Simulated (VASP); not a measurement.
Input of a VASP 6.6.1 run:

INCAR

```
SYSTEM = HfO2
PREC = Accurate ; ENCUT = 520
EDIFF = 1E-7 ; ISMEAR = 0
SIGMA = 0.05 ; LREAL = .False.
LASPH = .True. ; NELM = 60
ALGO = Normal ; ISIF = 2
LWAVE = .False. ; LCHARG = .False.
GGA = PE ; NBANDS = 31
```

File KPOINTS:

```
Automatic mesh
0
Gamma
  6 6 4
  0 0 0
```

POSCAR

```
HfO2
1.0
    3.6043048131      0.0000000000      0.0000000000
    0.0000000000      3.6043048131      0.0000000000
    0.0000000000      0.0000000000      5.2639671549
Hf O
2 4
Direct
    0.5000000000      0.4375746471      0.5000000000
    0.0000000000      0.0000000000      0.0000000000
    0.0000000000      0.5000000000      0.6932521152
    0.5000000000      0.0000000000      0.8067478848
    0.5000000000      0.0000000000      0.3067478848
    0.0000000000      0.5000000000      0.1932521152
```

Potentials or basis: VASP PAW PBE potentials, release 64 (Hf_pv, O).

Command:

```console
$ cat potpaw_PBE.64/Hf_pv/POTCAR potpaw_PBE.64/O/POTCAR > POTCAR
$ mpirun -np 1 vasp_std > vasp.out
```

Question: What does it give for the largest force?

Answer: 3.077 eV/Å.

Question: Predict the pressure.

Answer: 0.3 GPa.

Question: Predict the band gap on the k mesh.

Answer: 4.69 eV (least direct gap 4.72 eV).

Stress tensor (GPa, compression positive):
```
-2.60  0.00  0.00
 0.00  3.41  7.62
 0.00  7.62  0.03
```

Caveat: the cell differs from its parent crystal (atom 1 (Hf) moved by (-0.225, +0.000) A along y and z); the stress differs along the axes, from -3 to 3 GPa; spin-orbit coupling is left out, which moves the levels of the heavy elements; forces of over 1 eV/Å act on the atoms, so gaps and moduli don't describe the material at rest. A k mesh can miss the band edges.
